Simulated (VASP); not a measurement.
# HgTe (F-43m) in VASP: single point with PBE

Aim: the single point of HgTe with PBE.

Program: VASP 6.6.1. These are calculated values, not measurements. Logs are shortened: lines on timing, memory, paths and dates and some standing lists are left out, and cuts for length are marked.

## 1. The cell of the first run

Symmetry: F-43m, No. 216, cubic system. Conventional cell: a = 6.447 Å, b = 6.447 Å, c = 6.447 Å, α = 90.00°, β = 90.00°, γ = 90.00°. Hg (site symmetry -43m) has 4 Te at 2.79 Å within 3.7 Å. Te (site symmetry -43m) has 4 Hg at 2.79 Å within 3.7 Å.

## 2. Single point, PBE

INCAR reads:

```
SYSTEM = HgTe
  ALGO = Normal
  EDIFF = 1E-7
  ENCUT = 520
  GGA = PE
  ISIF = 2
  ISMEAR = 0
  LASPH = .TRUE.
  LCHARG = .FALSE.
  LREAL = .FALSE.
  LWAVE = .FALSE.
  NBANDS = 16
  NELM = 60
  PREC = Accurate
  SIGMA = 0.15
```

KPOINTS reads:

```
k-points
0
G
  14 14 14
  0 0 0
```

POSCAR reads:

```
HgTe
1.0
    0.0000000000      3.2235000000      3.2235000000
    3.2235000000      0.0000000000      3.2235000000
    3.2235000000      3.2235000000      0.0000000000
Hg Te
1 1
Direct
    0.0000000000      0.0000000000      0.0000000000
    0.7500000000      0.7500000000      0.7500000000
```

Potentials or basis: VASP PAW PBE potentials, release 64 (Hg, Te).

The run is started by

```sh
cat potpaw_PBE.64/Hg/POTCAR potpaw_PBE.64/Te/POTCAR > POTCAR
mpirun -np 1 vasp_std > vasp.out
```

OUTCAR:

```text
SYSTEM = HgTe
   EDIFF = 1E-7
   ENCUT = 520
   GGA = PE
   ISIF = 2
   ISMEAR = 0
   LASPH = .TRUE.
   LREAL = .FALSE.
   NELM = 60
   PREC = Accurate

 ion  position               nearest neighbor table
   1  0.000  0.000  0.000-   2 2.79   2 2.79   2 2.79   2 2.79
   2  0.750  0.750  0.750-   1 2.79   1 2.79   1 2.79   1 2.79

  LATTYP: Found a face centered cubic cell.
 ALAT       =     6.4470000000

  Lattice vectors:

 A1 = (   0.0000000000,   3.2235000000,   3.2235000000)
 A2 = (   3.2235000000,   0.0000000000,   3.2235000000)
 A3 = (   3.2235000000,   3.2235000000,   0.0000000000)

Analysis of symmetry for initial positions (statically):
=====================================================================
 Subroutine PRICEL returns:
 Original cell was already a primitive cell.

 Routine SETGRP: Setting up the symmetry group for a
 face centered cubic supercell.

 Subroutine GETGRP returns: Found 24 space group operations
 (whereof 24 operations were pure point group operations)
 out of a pool of 48 trial point group operations.

The static configuration has the point symmetry T_d .

Analysis of symmetry for dynamics (positions and initial velocities):
=====================================================================
 Subroutine PRICEL returns:
 Original cell was already a primitive cell.

 Routine SETGRP: Setting up the symmetry group for a
 face centered cubic supercell.

 Subroutine GETGRP returns: Found 24 space group operations
 (whereof 24 operations were pure point group operations)
 out of a pool of 48 trial point group operations.

The dynamic configuration has the point symmetry T_d .

 Subroutine INISYM returns: Found 24 space group operations
 (whereof 24 operations are pure point group operations),
 and found     1 'primitive' translations

----------------------------------------------------------------------------------------

                                     Primitive cell

  volume of cell :      66.9905

  direct lattice vectors                    reciprocal lattice vectors
     0.000000000  3.223500000  3.223500000    -0.155110904  0.155110904  0.155110904
     3.223500000  0.000000000  3.223500000     0.155110904 -0.155110904  0.155110904
     3.223500000  3.223500000  0.000000000     0.155110904  0.155110904 -0.155110904

  length of vectors
     4.558717418  4.558717418  4.558717418     0.268659967  0.268659967  0.268659967

  position of ions in fractional coordinates (direct lattice)
     0.000000000  0.000000000  0.000000000
     0.750000000  0.750000000  0.750000000

  ion indices of the primitive-cell ions
   primitive index   ion index
                 1           1
                 2           2

----------------------------------------------------------------------------------------

 KPOINTS: k-points

Automatic generation of k-mesh.
 Grid dimensions read from file:
 generate k-points for:   14   14   14

 Generating k-lattice:

  Cartesian coordinates                     Fractional coordinates (reciprocal lattice)
    -0.011079350  0.011079350  0.011079350     0.071428571  0.000000000  0.000000000
     0.011079350 -0.011079350  0.011079350     0.000000000  0.071428571  0.000000000
     0.011079350  0.011079350 -0.011079350     0.000000000  0.000000000  0.071428571

  Length of vectors
     0.019189998  0.019189998  0.019189998

  Shift w.r.t. Gamma in fractional coordinates (k-lattice)
     0.000000000  0.000000000  0.000000000

 Subroutine IBZKPT returns following result:
 ===========================================

 Found    104 irreducible k-points:

 Following reciprocal coordinates:
            Coordinates               Weight
  0.000000  0.000000  0.000000      1.000000
  0.071429  0.000000  0.000000      8.000000
  0.142857  0.000000  0.000000      8.000000
  0.214286  0.000000  0.000000      8.000000
  0.285714  0.000000  0.000000      8.000000
  0.357143  0.000000  0.000000      8.000000
[... 16 lines left out ...]
  0.214286  0.142857  0.000000     24.000000
  0.285714  0.142857  0.000000     24.000000
 [... further k-points ...]
   k-points           NKPTS =    104   k-points in BZ     NKDIM =    104   number of bands    NBANDS=     16
   number of dos      NEDOS =    301   number of ions     NIONS =      2
   total plane-waves  NPLWV =  46656
   dimension x,y,z NGX =    36 NGY =   36 NGZ =   36
   dimension x,y,z NGXF=    72 NGYF=   72 NGZF=   72
   ions per type =               1   1
   NGX,Y,Z   is equivalent  to a cutoff of  13.13, 13.13, 13.13 a.u.
   NGXF,Y,Z  is equivalent  to a cutoff of  26.26, 26.26, 26.26 a.u.
 SYSTEM =  HgTe
   PREC   = accura    normal or accurate (medium, high low for compatibility)
   ISTART =      0    job   : 0-new  1-cont  2-samecut
   ICHARG =      2    charge: 1-file 2-atom 10-const
   ISPIN  =      1    spin polarized calculation?
   LNONCOLLINEAR =      F non collinear calculations
   LSORBIT =      F    spin-orbit coupling
   LASPH  =      T    aspherical Exc in radial PAW
   ENCUT  =  520.0 eV  38.22 Ry    6.18 a.u.   8.48  8.48  8.48*2*pi/ulx,y,z
   NELM   =     60;   NELMIN=  2; NELMDL= -5     # of ELM steps
   EDIFF  = 0.1E-06   stopping-criterion for ELM
   LREAL  =      F    real-space projection
   EDIFFG = 0.1E-05   stopping-criterion for IOM
   NSW    =      0    number of steps for IOM
   IBRION =     -1    ionic relax: 0-MD 1-quasi-New 2-CG
   NFREE  =      0    steps in history (QN), initial steepest desc. (CG)
   ISIF   =      2    stress and relaxation
   ISYM   =      2    0-nonsym 1-usesym 2-fastsym
   POTIM  = 0.5000    time-step for ionic-motion
   TEBEG  =    0.0;   TEEND  =   0.0 temperature during run
   PSTRESS=    0.0 pullay stress
   NELECT =      18.0000    total number of electrons
   NUPDOWN=      -1.0000    fix difference up-down
   EMIN   =  10.00;   EMAX   =-10.00  energy-range for DOS
   EFERMI =   0.00;   METHOD = LEGACY
   ISMEAR =     0;   SIGMA  =   0.15  broadening in eV -4-tet -1-fermi 0-gaus
   EFERMI_NEDOS =   21; number of points for ismear=-14 and -15
   IALGO  =     38    algorithm
   IMIX   =      4    mixing-type and parameters
     AMIX     =   0.40;   BMIX     =  1.00
     AMIX_MAG =   1.60;   BMIX_MAG =  1.00
  volume/ion in A,a.u.               =      33.50       226.04
  Fermi-wavevector in a.u.,A,eV,Ry     =   1.056399  1.996305 15.183815  1.115979
  Thomas-Fermi vector in A             =   2.191633
   LORBIT       =      0    0 simple, 1 ext, 2 COOP (PROOUT), +10 PAW based schemes
   GGA     = PE    functional components
   LHFCALC =     F    Hartree Fock is set to
   AEXX    =    0.0000 exact exchange contribution
   IVDW    =     0    specifies the selected vdW correction
   LEPSILON=     F    determine dielectric tensor
   LRPA    =     F    only Hartree local field effects (RPA)
 non-spin polarized calculation
 Gauss-broadening in eV      SIGMA  =   0.15
  energy-cutoff  :      520.00
  volume of cell :       66.99
 maximum number of plane-waves:      1829
 NGX is ok and might be reduce to    36
   NGX = 17   NGY = 17   NGZ = 17

 number of electron      18.0000001 magnetization

 Free energy of the ion-electron system (eV)
  ---------------------------------------------------
  ext. energy  EPLUGINS =         0.00000000
  ---------------------------------------------------
  free energy    TOTEN  =        -3.57271460 eV

  energy without entropy =       -3.57250941  energy(sigma->0) =       -3.57261200

 E-fermi :   3.3169     XC(G=0):  -8.7799

 val. band max:        3.1814440331   @ k =   0.0000   0.0000   0.0000
 cond. band min:       3.5560024243   @ k =   0.0714   0.0000   0.0000
 fundamental gap:      0.3745583912
 Fermi energy:         3.3169248508

 k-point     1 :       0.0000    0.0000    0.0000
  band No.  band energies     occupation
      1      -8.8632      2.00000
      2      -4.2196      2.00000
      3      -4.2196      2.00000
      4      -4.2196      2.00000
      5      -3.6799      2.00000
      6      -3.6799      2.00000
[... 8 lines left out ...]
     15      12.7453      0.00000
     16      12.7453      0.00000

 k-point     2 :       0.0714    0.0000    0.0000
  band No.  band energies     occupation
      1      -8.8370      2.00000
      2      -4.2122      2.00000
      3      -4.2122      2.00000
      4      -4.2111      2.00000
      5      -3.6808      2.00000
      6      -3.6808      2.00000
[... 8 lines left out ...]
     15      12.2651      0.00000
     16      12.2651      0.00000

 k-point     3 :       0.1429    0.0000    0.0000
  band No.  band energies     occupation
      1      -8.7621      2.00000
      2      -4.1917      2.00000
      3      -4.1917      2.00000
      4      -4.1806      2.00000
      5      -3.6826      2.00000
      6      -3.6826      2.00000
[... 8 lines left out ...]
     15      11.8381      0.00000
     16      11.8381      0.00000

 k-point     4 :       0.2143    0.0000    0.0000
  band No.  band energies     occupation
      1      -8.6505      2.00000
      2      -4.1636      2.00000
      3      -4.1636      2.00000
      4      -4.1141      2.00000
      5      -3.6826      2.00000
      6      -3.6826      2.00000
[... 8 lines left out ...]
     15      11.6630      0.00000
     16      11.6630      0.00000
[... 324 lines left out ...]
 k-point    22 :       0.1429    0.1429    0.0000
  band No.  band energies     occupation
      1      -8.7281      2.00000
      2      -4.2047      2.00000
      3      -4.1642      2.00000
      4      -4.1642      2.00000
      5      -3.6992      2.00000
      6      -3.6681      2.00000
[... 8 lines left out ...]
     15      11.2907      0.00000
     16      12.8443      0.00000

 k-point    23 :       0.2143    0.1429    0.0000
  band No.  band energies     occupation
      1      -8.6444      2.00000
      2      -4.1847      2.00000
      3      -4.1339      2.00000
      4      -4.1267      2.00000
      5      -3.7045      2.00000
      6      -3.6629      2.00000
[... 8 lines left out ...]
     15      11.9266      0.00000
     16      12.6918      0.00000

 k-point    24 :       0.2857    0.1429    0.0000
  band No.  band energies     occupation
      1      -8.5323      2.00000
      2      -4.1511      2.00000
      3      -4.1018      2.00000
      4      -4.0556      2.00000
      5      -3.7006      2.00000
      6      -3.6579      2.00000
[... 8 lines left out ...]
     15      12.2768      0.00000
     16      12.6429      0.00000

 [... further k-points ...]

------------------------ aborting loop because EDIFF is reached ----------------------------------------

  FORCE on cell =-STRESS in cart. coord.  units (eV):
  Direction    XX          YY          ZZ          XY          YZ          ZX
  --------------------------------------------------------------------------------------
  -------------------------------------------------------------------------------------
  Total        1.7321885      1.7321885      1.7321885      0.0000000      0.0000000      0.0000000
  in kB       41.4278814     41.4278814     41.4278814      0.0000000      0.0000000      0.0000000
  external PRESSURE =      41.4278814 kB  Pullay stress =       0.0000000 kB

 VOLUME and BASIS-vectors are now :
 -----------------------------------------------------------------------------
  energy-cutoff  :      520.00
  volume of cell :       66.99
      direct lattice vectors                 reciprocal lattice vectors
     0.000000000  3.223500000  3.223500000    -0.155110904  0.155110904  0.155110904
     3.223500000  0.000000000  3.223500000     0.155110904 -0.155110904  0.155110904
     3.223500000  3.223500000  0.000000000     0.155110904  0.155110904 -0.155110904

 POSITION                                       TOTAL-FORCE (eV/Angst)
 -----------------------------------------------------------------------------------
      0.00000      0.00000      0.00000         0.000000      0.000000      0.000000
      4.83525      4.83525      4.83525        -0.000000     -0.000000     -0.000000
 -----------------------------------------------------------------------------------
    total drift:                                0.000000      0.000000      0.000000

  FREE ENERGIE OF THE ION-ELECTRON SYSTEM (eV)
  ---------------------------------------------------
  free  energy   TOTEN  =        -3.5727145969 eV

  energy  without entropy=       -3.5725094109  energy(sigma->0) =       -3.57261200
```

It took 95 s on 1 thread of Intel Xeon Platinum 8259CL at 2.50GHz (Skylake/Cascade Lake), shared host; peak memory 0.28 GiB.

Results:

```yaml
Free_energy: -3.5727 eV
Pressure: 4.1 GPa
Band_gap_on_the_k_mesh: zero (filled and empty bands touch)
```

Caveat: spin-orbit coupling is left out, which moves the levels of the heavy elements.
